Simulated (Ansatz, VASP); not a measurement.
**One calculation of Te2Mo, two programs**

```xyz
3
Lattice="3.7492 0.0000 0.0000 -1.8746 3.2469 0.0000 0.0000 0.0000 33.2702" Properties=species:S:1:pos:R:3 pbc="T T T"
Te    0.0000    2.1646   14.8181
Te    0.0000    2.1646   18.4521
Mo    1.8746    1.0823   16.6351
```

Change from the starting cell: biaxial strain +0.070, atoms relaxed.

Alike in both runs: task relaxation of the atoms; functional PBE; dispersion D3(BJ); k mesh 12 × 12 × 1; occupations gaussian, width 0.02 eV; no spin polarisation.

|  | VASP | Ansatz |
| --- | --- | --- |
| version | VASP 6.6.1 | Ansatz 0.2.0 |
| potentials or method | VASP PAW PBE potentials, release 64 (Te, Mo_sv), cutoff 520 eV | scalar-relativistic, plane waves, PAW |
| valence electrons in the cell | 26 | 46 |

|  | VASP | Ansatz | Ansatz less VASP |
| --- | --- | --- | --- |
| gap on the k mesh at the Fermi level, each at its own relaxed structure (eV) | 0.78 | 0.78 | 0.000 |

VASP's potentials hold 26 valence electrons a cell and Ansatz's 46, so a difference there can come from the potentials and not from the codes. Ansatz's warnings: dispersion switch in reach, relaxed geometry near dispersion switch, stress scf threshold loose.

Neither program's run includes spin-orbit coupling.
